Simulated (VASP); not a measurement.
# TaN (P6_3mc) in VASP: further runs, part 2 of 2

VASP 6.6.1. The steps go on from the part before.

## Step 4: Electric field gradients, PBE (equal xx and yy strain of +3 %)

The input, INCAR:

```
SYSTEM = TaN
ALGO = Normal ; EDIFF = 1E-8
ENCUT = 520 ; GGA = PE
ISIF = 2 ; ISMEAR = -1
LASPH = .True. ; LCHARG = .False.
LEFG = .True. ; LREAL = .False.
LWAVE = .False. ; NBANDS = 24
NELM = 60 ; PREC = Accurate
SIGMA = 0.01
```

The input, KPOINTS:

```
k-points
0
Gamma
  9 9 5
  0 0 0
```

The input, POSCAR:

```
TaN
1.0
    3.1415011232      0.0000000000      0.0000000000
   -1.5707505617      2.7206197788      0.0000000000
    0.0000000000      0.0000000000      4.9400000000
Ta N
2 2
Direct
    0.3333333333      0.6666666667      0.0000000000
    0.6666666667      0.3333333333      0.5000000000
    0.3333333333      0.6666666667      0.3850000000
    0.6666666667      0.3333333333      0.8850000000
```

Potentials or basis: VASP PAW PBE potentials, release 64 (Ta_pv, N).

Launch:

```
cat potpaw_PBE.64/Ta_pv/POTCAR potpaw_PBE.64/N/POTCAR > POTCAR
mpirun -np 1 vasp_std > vasp.out
```

OUTCAR:

```text
SYSTEM = TaN
   EDIFF = 1E-8
   ENCUT = 520
   GGA = PE
   ISIF = 2
   ISMEAR = -1
   LASPH = .True.
   LREAL = .False.
   NELM = 60
   PREC = Accurate

 ion  position               nearest neighbor table
   1  0.333  0.667  0.000-   4 1.90   4 1.90   4 1.90   3 1.90   2 3.06   2 3.06   2 3.06   2 3.06
                             2 3.06   2 3.06
   2  0.667  0.333  0.500-   3 1.90   3 1.90   3 1.90   4 1.90   1 3.06   1 3.06   1 3.06   1 3.06
                             1 3.06   1 3.06
   3  0.333  0.667  0.385-   2 1.90   2 1.90   2 1.90   1 1.90
   4  0.667  0.333  0.885-   1 1.90   1 1.90   1 1.90   2 1.90

  LATTYP: Found a hexagonal cell.
 ALAT       =     3.1415011232
 C/A-ratio  =     1.5724966525

  Lattice vectors:

 A1 = (   3.1415011232,   0.0000000000,   0.0000000000)
 A2 = (  -1.5707505617,   2.7206197788,   0.0000000000)
 A3 = (   0.0000000000,   0.0000000000,   4.9400000000)

Analysis of symmetry for initial positions (statically):
=====================================================================
 Subroutine PRICEL returns:
 Original cell was already a primitive cell.

 Routine SETGRP: Setting up the symmetry group for a
 hexagonal supercell.

 Subroutine GETGRP returns: Found 12 space group operations
 (whereof  6 operations were pure point group operations)
 out of a pool of 24 trial point group operations.

The static configuration has the point symmetry C_3v.
 The point group associated with its full space group is C_6v.

Analysis of symmetry for dynamics (positions and initial velocities):
=====================================================================
 Subroutine PRICEL returns:
 Original cell was already a primitive cell.

 Routine SETGRP: Setting up the symmetry group for a
 hexagonal supercell.

 Subroutine GETGRP returns: Found 12 space group operations
 (whereof  6 operations were pure point group operations)
 out of a pool of 24 trial point group operations.

The dynamic configuration has the point symmetry C_3v.
 The point group associated with its full space group is C_6v.

 Subroutine INISYM returns: Found 12 space group operations
 (whereof  6 operations are pure point group operations),
 and found     1 'primitive' translations

----------------------------------------------------------------------------------------

                                     Primitive cell

  volume of cell :      42.2213

  direct lattice vectors                    reciprocal lattice vectors
     3.141501123  0.000000000  0.000000000     0.318319160  0.183781653  0.000000000
    -1.570750562  2.720619779  0.000000000     0.000000000  0.367563306  0.000000000
     0.000000000  0.000000000  4.940000000     0.000000000  0.000000000  0.202429150

  length of vectors
     3.141501123  3.141501123  4.940000000     0.367563306  0.367563306  0.202429150

  position of ions in fractional coordinates (direct lattice)
     0.333333333  0.666666667  0.000000000
     0.666666667  0.333333333  0.500000000
     0.333333333  0.666666667  0.385000000
     0.666666667  0.333333333  0.885000000

[... 92 lines left out ...]
   EFERMI =   0.00;   METHOD = LEGACY
   ISMEAR =    -1;   SIGMA  =   0.01  broadening in eV -4-tet -1-fermi 0-gaus
   EFERMI_NEDOS =   21; number of points for ismear=-14 and -15
   IALGO  =     38    algorithm
   IMIX   =      4    mixing-type and parameters
     AMIX     =   0.40;   BMIX     =  1.00
     AMIX_MAG =   1.60;   BMIX_MAG =  1.00
  volume/ion in A,a.u.               =      10.56        71.23
  Fermi-wavevector in a.u.,A,eV,Ry     =   1.492614  2.820631 30.312369  2.227896
  Thomas-Fermi vector in A             =   2.605119
   LORBIT       =      0    0 simple, 1 ext, 2 COOP (PROOUT), +10 PAW based schemes
   GGA     = PE    functional components
   LHFCALC =     F    Hartree Fock is set to
   AEXX    =    0.0000 exact exchange contribution
   IVDW    =     0    specifies the selected vdW correction
   LEPSILON=     F    determine dielectric tensor
   LRPA    =     F    only Hartree local field effects (RPA)
 non-spin polarized calculation
  energy-cutoff  :      520.00
  volume of cell :       42.22
 maximum number of plane-waves:      1152
 NGX is ok and might be reduce to    24
   NGX = 11   NGY = 11   NGZ = 19

 number of electron      31.9999998 magnetization

 Free energy of the ion-electron system (eV)
  ---------------------------------------------------
  ext. energy  EPLUGINS =         0.00000000
  ---------------------------------------------------
  free energy    TOTEN  =       -39.53543683 eV

  energy without entropy =      -39.53419108  energy(sigma->0) =      -39.53481396

 E-fermi :   9.1501     XC(G=0): -13.2168

 val. band max:        9.1431170138   @ k =   0.2222   0.1111   0.4000
 cond. band min:       9.1548492529   @ k =   0.1111  -0.0000   0.4000
 fundamental gap:      0.0117322391
 Fermi energy:         9.1501275901

 k-point     1 :       0.0000    0.0000    0.0000
  band No.  band energies     occupation
      1     -26.9268      2.00000
      2     -25.9681      2.00000
      3     -25.9681      2.00000
      4     -25.7891      2.00000
      5     -25.7891      2.00000
      6     -25.7647      2.00000
[... 637 lines left out ...]
     23      15.9472      0.00000
     24      15.9472      0.00000

 [... further k-points ...]

------------------------ aborting loop because EDIFF is reached ----------------------------------------

  FORCE on cell =-STRESS in cart. coord.  units (eV):
  Direction    XX          YY          ZZ          XY          YZ          ZX
  --------------------------------------------------------------------------------------
  -------------------------------------------------------------------------------------
  Total       26.6390883     26.6390883     25.2034590     -0.0000000      0.0000000      0.0000000
  in kB     1010.8760810   1010.8760811    956.3981144     -0.0000000      0.0000000      0.0000000
  external PRESSURE =     992.7167588 kB  Pullay stress =       0.0000000 kB

 VOLUME and BASIS-vectors are now :
 -----------------------------------------------------------------------------
  energy-cutoff  :      520.00
  volume of cell :       42.22
      direct lattice vectors                 reciprocal lattice vectors
     3.141501123  0.000000000  0.000000000     0.318319160  0.183781653  0.000000000
    -1.570750562  2.720619779  0.000000000     0.000000000  0.367563306  0.000000000
     0.000000000  0.000000000  4.940000000     0.000000000  0.000000000  0.202429150

 POSITION                                       TOTAL-FORCE (eV/Angst)
 -----------------------------------------------------------------------------------
     -0.00000      1.81375      0.00000        -0.000000     -0.000000      0.755378
      1.57075      0.90687      2.47000        -0.000000      0.000000      0.755378
     -0.00000      1.81375      1.90190         0.000000     -0.000000     -0.755378
      1.57075      0.90687      4.37190        -0.000000     -0.000000     -0.755378
 -----------------------------------------------------------------------------------
    total drift:                               -0.000000      0.000000      0.000415

  FREE ENERGIE OF THE ION-ELECTRON SYSTEM (eV)
  ---------------------------------------------------
  free  energy   TOTEN  =       -39.5354368262 eV

  energy  without entropy=      -39.5341910848  energy(sigma->0) =      -39.53481396

 Electric field gradients (V/A^2)
---------------------------------------------------------------------
 ion       V_xx      V_yy      V_zz      V_xy      V_xz      V_yz
---------------------------------------------------------------------
   1     -39.577   -39.577    79.153    -0.000     0.000    -0.000
   2     -39.577   -39.577    79.153    -0.000    -0.000     0.000
   3      -4.707    -4.708     9.414    -0.001    -0.000     0.000
   4      -4.707    -4.708     9.414    -0.001     0.000    -0.000
---------------------------------------------------------------------

 Electric field gradients after diagonalization (V/A^2)
 (convention: |V_zz| > |V_xx| > |V_yy|)
----------------------------------------------------------------------
 ion       V_xx      V_yy      V_zz     asymmetry (V_yy - V_xx)/ V_zz
----------------------------------------------------------------------
   1     -39.577   -39.576    79.153       0.000
   2     -39.577   -39.576    79.153       0.000
   3      -4.708    -4.706     9.414       0.000
   4      -4.708    -4.706     9.414       0.000
----------------------------------------------------------------------

           NMR quadrupolar parameters

 Cq : quadrupolar parameter    Cq=e*Q*V_zz/h
 eta: asymmetry parameters     (V_yy - V_xx)/ V_zz
 Q  : nuclear electric quadrupole moment in mb (millibarn)
----------------------------------------------------------------------
 ion       Cq(MHz)       eta       Q (mb)
----------------------------------------------------------------------
   1       0.191       0.000       1.000
   2       0.191       0.000       1.000
   3       0.023       0.000       1.000
   4       0.023       0.000       1.000
----------------------------------------------------------------------
```

It took 21 s on 1 thread of Intel Xeon 6975P-C, shared host; peak memory 0.18 GiB.

Results:

| Quantity | Value |
| --- | --- |
| Free energy | -39.5354 eV |
| Pressure | 99.3 GPa |
| Largest force | 0.755 eV/Å |
| Band gap on the k mesh | zero (band 16 reaches 9.63 eV, above the bottom of band 17 at 7.64 eV) |

Forces on the atoms (eV/Å):
```
Ta   0.000  0.000  0.755
Ta   0.000  0.000  0.755
N    0.000  0.000 -0.755
N    0.000  0.000 -0.755
```

Electric field gradients, principal values (V/Å²):
```
atom    least   middle  greatest (by size)
1 Ta  -39.576  -39.577              79.153
2 Ta  -39.576  -39.577              79.153
 3 N   -4.706   -4.708               9.414
 4 N   -4.706   -4.708               9.414
```

Caveat: the cell differs from its parent crystal (equal xx and yy strain of +3 %); without QUAD_EFG the Cq values of the log hold for a quadrupole moment of 1 mb, not for the nuclei; spin-orbit coupling is left out, which moves the levels of the heavy elements.
